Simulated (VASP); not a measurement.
# TiAl (P-6m2) in VASP: further runs

The runs below take TiAl through single point, with PBEsol.

Everything below comes from runs of VASP 6.6.1. Logs are shortened: lines on timing, memory, paths and dates and some standing lists are left out, and cuts for length are marked.

### 1 The cell of the first run

The structure is hexagonal, space group P-6m2 (No. 187). Conventional cell: a = 2.848 Å, b = 2.848 Å, c = 4.619 Å, α = 90.00°, β = 90.00°, γ = 120.00°. Ti (site symmetry -6m2) has 6 Al at 2.83 Å and 6 Ti at 2.85 Å within 3.7 Å. Within 3.7 Å of Al (site symmetry -6m2) lie 6 Ti at 2.83 Å and 6 Al at 2.85 Å.

### 2 Single point, PBEsol (16.22 Å³/atom)

File INCAR:

```
PREC     = Accurate       # precision mode
ENCUT    = 520            # plane-wave cutoff, eV
EDIFF    = 1E-6           # SCF threshold, eV
ISMEAR   = 0              # smearing method
SIGMA    = 0.15           # smearing width, eV
LREAL    = False          # projectors in reciprocal space
LASPH    = True           # aspherical terms in the spheres
NELM     = 80             # most SCF steps
ALGO     = Fast           # electronic algorithm
ISIF     = 2              # what is computed and relaxed
LWAVE    = False          # write WAVECAR
LCHARG   = False          # write CHGCAR
GGA      = PS             # functional
NBANDS   = 14             # bands
```

File KPOINTS:

```
regular mesh
0
Gamma
  21 21 12
```

File POSCAR:

```
TiAl
1.0
    2.8475477342      0.0000000000      0.0000000000
   -1.4237738671      2.4660486763      0.0000000000
    0.0000000000      0.0000000000      4.6191923826
Ti Al
1 1
Direct
    0.0000000000      0.0000000000      0.0000000000
    0.3333333333      0.6666666667      0.5000000000
```

Potentials or basis: VASP PAW PBE potentials, release 64 (Ti_sv, Al).

On the command line:

```console
cat potpaw_PBE.64/Ti_sv/POTCAR potpaw_PBE.64/Al/POTCAR > POTCAR
mpirun -np 1 vasp_std > vasp.out
```

OUTCAR:

```text
PREC = Accurate
   ENCUT = 520
   EDIFF = 1E-6
   ISMEAR = 0
   LREAL = False
   LASPH = True
   NELM = 80
   ISIF = 2
   GGA = PS

 ion  position               nearest neighbor table
   1  0.000  0.000  0.000-   2 2.83   2 2.83   2 2.83   2 2.83   2 2.83   2 2.83
   2  0.333  0.667  0.500-   1 2.83   1 2.83   1 2.83   1 2.83   1 2.83   1 2.83

  LATTYP: Found a hexagonal cell.
 ALAT       =     2.8475477342
 C/A-ratio  =     1.6221650395

  Lattice vectors:

 A1 = (   2.8475477342,   0.0000000000,   0.0000000000)
 A2 = (  -1.4237738671,   2.4660486763,   0.0000000000)
 A3 = (   0.0000000000,   0.0000000000,   4.6191923826)

Analysis of symmetry for initial positions (statically):
=====================================================================
 Subroutine PRICEL returns:
 Original cell was already a primitive cell.

 Routine SETGRP: Setting up the symmetry group for a
 hexagonal supercell.

 Subroutine GETGRP returns: Found 12 space group operations
 (whereof 12 operations were pure point group operations)
 out of a pool of 24 trial point group operations.

The static configuration has the point symmetry D_3h.

Analysis of symmetry for dynamics (positions and initial velocities):
=====================================================================
 Subroutine PRICEL returns:
 Original cell was already a primitive cell.

 Routine SETGRP: Setting up the symmetry group for a
 hexagonal supercell.

 Subroutine GETGRP returns: Found 12 space group operations
 (whereof 12 operations were pure point group operations)
 out of a pool of 24 trial point group operations.

The dynamic configuration has the point symmetry D_3h.

 Subroutine INISYM returns: Found 12 space group operations
 (whereof 12 operations are pure point group operations),
 and found     1 'primitive' translations

----------------------------------------------------------------------------------------

                                     Primitive cell

  volume of cell :      32.4369

  direct lattice vectors                    reciprocal lattice vectors
     2.847547734  0.000000000  0.000000000     0.351179363  0.202753500  0.000000000
    -1.423773867  2.466048676  0.000000000     0.000000000  0.405507000  0.000000000
     0.000000000  0.000000000  4.619192383     0.000000000  0.000000000  0.216488061

  length of vectors
     2.847547734  2.847547734  4.619192383     0.405507000  0.405507000  0.216488061

  position of ions in fractional coordinates (direct lattice)
     0.000000000  0.000000000  0.000000000
     0.333333333  0.666666667  0.500000000

  ion indices of the primitive-cell ions
   primitive index   ion index
                 1           1
                 2           2

----------------------------------------------------------------------------------------

 KPOINTS: regular mesh

Automatic generation of k-mesh.
 Grid dimensions read from file:
 generate k-points for:   21   21   12

 Generating k-lattice:

  Cartesian coordinates                     Fractional coordinates (reciprocal lattice)
     0.016722827  0.009654929  0.000000000     0.047619048  0.000000000  0.000000000
     0.000000000  0.019309857  0.000000000     0.000000000  0.047619048  0.000000000
     0.000000000  0.000000000  0.018040672     0.000000000  0.000000000  0.083333333

  Length of vectors
     0.019309857  0.019309857  0.018040672

  Shift w.r.t. Gamma in fractional coordinates (k-lattice)
     0.000000000  0.000000000  0.000000000

 Subroutine IBZKPT returns following result:
 ===========================================

 Found    336 irreducible k-points:

 Following reciprocal coordinates:
            Coordinates               Weight
  0.000000  0.000000  0.000000      1.000000
  0.047619 -0.000000  0.000000      6.000000
  0.095238  0.000000  0.000000      6.000000
  0.142857  0.000000  0.000000      6.000000
  0.190476  0.000000  0.000000      6.000000
  0.238095  0.000000  0.000000      6.000000
[... 16 lines left out ...]
  0.142857  0.095238  0.000000     12.000000
  0.190476  0.095238  0.000000     12.000000
 [... further k-points ...]
   k-points           NKPTS =    336   k-points in BZ     NKDIM =    336   number of bands    NBANDS=     14
   number of dos      NEDOS =    301   number of ions     NIONS =      2
   total plane-waves  NPLWV =  20736
   dimension x,y,z NGX =    24 NGY =   24 NGZ =   36
   dimension x,y,z NGXF=    48 NGYF=   48 NGZF=   72
   ions per type =               1   1
   NGX,Y,Z   is equivalent  to a cutoff of  14.01, 14.01, 12.96 a.u.
   NGXF,Y,Z  is equivalent  to a cutoff of  28.02, 28.02, 25.91 a.u.
 SYSTEM =  unknown system
   PREC   = accura    normal or accurate (medium, high low for compatibility)
   ISTART =      0    job   : 0-new  1-cont  2-samecut
   ICHARG =      2    charge: 1-file 2-atom 10-const
   ISPIN  =      1    spin polarized calculation?
   LNONCOLLINEAR =      F non collinear calculations
   LSORBIT =      F    spin-orbit coupling
   LASPH  =      T    aspherical Exc in radial PAW
   ENCUT  =  520.0 eV  38.22 Ry    6.18 a.u.   5.29  5.29  8.59*2*pi/ulx,y,z
   NELM   =     80;   NELMIN=  2; NELMDL= -5     # of ELM steps
   EDIFF  = 0.1E-05   stopping-criterion for ELM
   LREAL  =      F    real-space projection
   EDIFFG = 0.1E-04   stopping-criterion for IOM
   NSW    =      0    number of steps for IOM
   IBRION =     -1    ionic relax: 0-MD 1-quasi-New 2-CG
   NFREE  =      0    steps in history (QN), initial steepest desc. (CG)
   ISIF   =      2    stress and relaxation
   ISYM   =      2    0-nonsym 1-usesym 2-fastsym
   POTIM  = 0.5000    time-step for ionic-motion
   TEBEG  =    0.0;   TEEND  =   0.0 temperature during run
   PSTRESS=    0.0 pullay stress
   NELECT =      15.0000    total number of electrons
   NUPDOWN=      -1.0000    fix difference up-down
   EMIN   =  10.00;   EMAX   =-10.00  energy-range for DOS
   EFERMI =   0.00;   METHOD = LEGACY
   ISMEAR =     0;   SIGMA  =   0.15  broadening in eV -4-tet -1-fermi 0-gaus
   EFERMI_NEDOS =   21; number of points for ismear=-14 and -15
   IALGO  =     68    algorithm
   IMIX   =      4    mixing-type and parameters
     AMIX     =   0.40;   BMIX     =  1.00
     AMIX_MAG =   1.60;   BMIX_MAG =  1.00
  volume/ion in A,a.u.               =      16.22       109.45
  Fermi-wavevector in a.u.,A,eV,Ry     =   1.265977  2.392349 21.806013  1.602697
  Thomas-Fermi vector in A             =   2.399202
   LORBIT       =      0    0 simple, 1 ext, 2 COOP (PROOUT), +10 PAW based schemes
   GGA     = PS    functional components
   LHFCALC =     F    Hartree Fock is set to
   AEXX    =    0.0000 exact exchange contribution
   IVDW    =     0    specifies the selected vdW correction
   LEPSILON=     F    determine dielectric tensor
   LRPA    =     F    only Hartree local field effects (RPA)
 non-spin polarized calculation
 RMM-DIIS sequential band-by-band and
 Gauss-broadening in eV      SIGMA  =   0.15
  energy-cutoff  :      520.00
  volume of cell :       32.44
 maximum number of plane-waves:       889
 NGX is ok and might be reduce to    24
   NGX = 11   NGY = 11   NGZ = 17

 number of electron      15.0000005 magnetization

 Free energy of the ion-electron system (eV)
  ---------------------------------------------------
  ext. energy  EPLUGINS =         0.00000000
  ---------------------------------------------------
  free energy    TOTEN  =       -12.94625600 eV

  energy without entropy =      -12.91700888  energy(sigma->0) =      -12.93163244

 E-fermi :   8.0434     XC(G=0): -11.1463

 val. band max:        8.0427008071   @ k =   0.1905   0.1429   0.1667
 cond. band min:       8.0438823802   @ k =   0.4762   0.0476   0.3333
 fundamental gap:      0.0011815731
 Fermi energy:         8.0433723254

 k-point     1 :       0.0000    0.0000    0.0000
  band No.  band energies     occupation
      1     -48.1913      2.00000
      2     -24.6201      2.00000
      3     -24.1709      2.00000
      4     -24.1709      2.00000
      5      -0.9956      2.00000
      6       5.7302      2.00000
      7       6.2513      2.00000
      8       9.3485      0.00000
      9       9.3485      0.00000
     10      10.8739      0.00000
     11      10.8739      0.00000
     12      12.1372      0.00000
     13      21.0615      0.00000
     14      21.0615      0.00000

 k-point     2 :       0.0476   -0.0000    0.0000
  band No.  band energies     occupation
      1     -48.1890      2.00000
      2     -24.6179      2.00000
      3     -24.1853      2.00000
      4     -24.1741      2.00000
      5      -0.9382      2.00000
      6       5.7933      2.00000
      7       6.2563      2.00000
      8       9.2911      0.00000
      9       9.3962      0.00000
     10      10.8574      0.00000
     11      10.8876      0.00000
     12      12.1506      0.00000
     13      20.0244      0.00000
     14      20.4528      0.00000

 k-point     3 :       0.0952    0.0000    0.0000
  band No.  band energies     occupation
      1     -48.1823      2.00000
      2     -24.6112      2.00000
      3     -24.2268      2.00000
      4     -24.1835      2.00000
      5      -0.7668      2.00000
      6       5.9769      2.00000
      7       6.2708      2.00000
      8       9.1301      0.00000
      9       9.5370      0.00000
     10      10.8095      0.00000
     11      10.9300      0.00000
     12      12.1886      0.00000
     13      18.4466      0.00000
     14      19.6486      0.00000
[... 324 lines left out ...]
 k-point    23 :       0.1429    0.0952    0.0000
  band No.  band energies     occupation
      1     -48.1528      2.00000
      2     -24.5822      2.00000
      3     -24.3979      2.00000
      4     -24.2322      2.00000
      5       0.0750      2.00000
      6       6.3386      2.00000
      7       6.7646      2.00000
      8       8.4882      0.00003
      9      10.2167      0.00000
     10      10.5206      0.00000
     11      11.2452      0.00000
     12      12.3363      0.00000
     13      15.4238      0.00000
     14      16.4894      0.00000

 k-point    24 :       0.1905    0.0952    0.0000
  band No.  band energies     occupation
      1     -48.1382      2.00000
      2     -24.5679      2.00000
      3     -24.4799      2.00000
      4     -24.2572      2.00000
      5       0.5688      2.00000
      6       6.3767      2.00000
      7       7.0888      2.00000
      8       8.2457      0.05646
      9      10.3644      0.00000
     10      10.5511      0.00000
     11      11.4516      0.00000
     12      12.3782      0.00000
     13      14.1980      0.00000
     14      15.9207      0.00000

 [... further k-points ...]

------------------------ aborting loop because EDIFF is reached ----------------------------------------

  FORCE on cell =-STRESS in cart. coord.  units (eV):
  Direction    XX          YY          ZZ          XY          YZ          ZX
  --------------------------------------------------------------------------------------
  -------------------------------------------------------------------------------------
  Total        0.0041205      0.0041205     -0.0084213      0.0000000      0.0000000     -0.0000000
  in kB        0.2035254      0.2035254     -0.4159617      0.0000000      0.0000000     -0.0000000
  external PRESSURE =      -0.0029703 kB  Pullay stress =       0.0000000 kB

 VOLUME and BASIS-vectors are now :
 -----------------------------------------------------------------------------
  energy-cutoff  :      520.00
  volume of cell :       32.44
      direct lattice vectors                 reciprocal lattice vectors
     2.847547734  0.000000000  0.000000000     0.351179363  0.202753500  0.000000000
    -1.423773867  2.466048676  0.000000000     0.000000000  0.405507000  0.000000000
     0.000000000  0.000000000  4.619192383     0.000000000  0.000000000  0.216488061

 POSITION                                       TOTAL-FORCE (eV/Angst)
 -----------------------------------------------------------------------------------
      0.00000      0.00000      0.00000         0.000000      0.000000      0.000000
     -0.00000      1.64403      2.30960        -0.000000      0.000000      0.000000
 -----------------------------------------------------------------------------------
    total drift:                                0.000000     -0.000000      0.000000

  FREE ENERGIE OF THE ION-ELECTRON SYSTEM (eV)
  ---------------------------------------------------
  free  energy   TOTEN  =       -12.9462560035 eV

  energy  without entropy=      -12.9170088809  energy(sigma->0) =      -12.93163244
```

Wall time 8.1 min (1 thread of Intel Xeon 8259CL, shared host); peak memory 0.28 GiB.

Results:

```yaml
Free_energy: -12.9463 eV
Pressure: 0.0 GPa
Band_gap_on_the_k_mesh: zero (an odd number of electrons rules out a gap without spin polarisation)
```

Caveat: the PAW data sets were made with another functional, which shifts forces and pressure a little.

(Continued in part 2 of 2.)
